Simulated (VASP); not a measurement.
Write the native input for VASP 6.6.1 that does the following.

```
Task                   : relaxation of cell and atoms
Functional             : PBE
Potentials or basis    : VASP PAW PBE potentials, release 64 (Si, N)
Cutoff                 : 600 eV
k mesh                 : 4 × 4 × 3
Occupations            : gaussian, width 0.1 eV
Spin                   : no spin polarisation
Dipole correction      : no
Further INCAR settings : ALGO = Normal; EDIFF = 1e-07; ISYM = 0; IBRION = 2; EDIFFG = -0.04; NSW = 45; ISIF = 3
```

The structure of Si3N4 lies in POSCAR:

```
Si3N4
1.0
    5.1717564385     -0.0085334169      0.0240407543
   -0.0094554874      4.9516463677      0.0423329151
    0.0332305373      0.0248321598      5.9287548300
Si N
6 8
Direct
    0.8623183749      0.7372121870      0.7974922156
    0.2071545524      0.2367144342      0.2897081868
    0.7035403031      0.4051312815      0.5213474424
    0.3558770841      0.7387607961      0.5416251702
    0.6962782082      0.2352375098      0.0347181696
    0.3697006562      0.7382673374      0.0391298937
    0.1891704398      0.8200856784      0.7931743176
    0.8340067921      0.3770045891      0.7957507260
    0.3652565956      0.3806648914      0.5139789153
    0.8770791893      0.3093318959      0.2816417966
    0.3898517579      0.3839437722      0.0689213406
    0.6923065784      0.7678280769      0.5495478190
    0.6751488939      0.8860592113      0.0023421973
    0.2496513687      0.8855184931      0.2880861881
```

These files were run (other wordings do the same):

INCAR

```
ALGO = Normal
EDIFF = 1E-7
EDIFFG = -0.04
ENCUT = 600
GGA = PE
IBRION = 2
ISIF = 3
ISMEAR = 0
ISYM = 0
LASPH = T
LCHARG = F
LREAL = F
LWAVE = F
NELM = 60
NSW = 45
PREC = Accurate
SIGMA = 0.1
```

KPOINTS

```
k-points
0
Gamma
  4 4 3
```

Potentials or basis: VASP PAW PBE potentials, release 64 (Si, N).

The run is started by

```bash
$ cat potpaw_PBE.64/Si/POTCAR potpaw_PBE.64/N/POTCAR > POTCAR
$ mpirun -np 1 vasp_std > vasp.out
```

Results of the run:

```
Relaxed volume                        : 10.83 Å³/atom
Relaxed cell                          : a = 5.169 Å, b = 4.949 Å, c = 5.927 Å, α = 89.28°, β = 89.41°, γ = 90.20°
Space group after relaxing (to 0.1 Å) : P1 (No. 1)
Energy gained by relaxing             : 0.0 meV/atom
Ionic steps                           : 3
Pressure after relaxing               : 0.0 GPa
Largest force after relaxing          : 0.034 eV/Å
Band gap on the k mesh                : 3.67 eV (least direct gap 3.71 eV)
```

Caveat: the atoms stand as in a frame of molecular dynamics.

Run time: 4.5 min on 1 thread of Intel(R) Xeon(R) 6975P-C (Granite Rapids), on a shared host, peak memory 0.34 GiB.
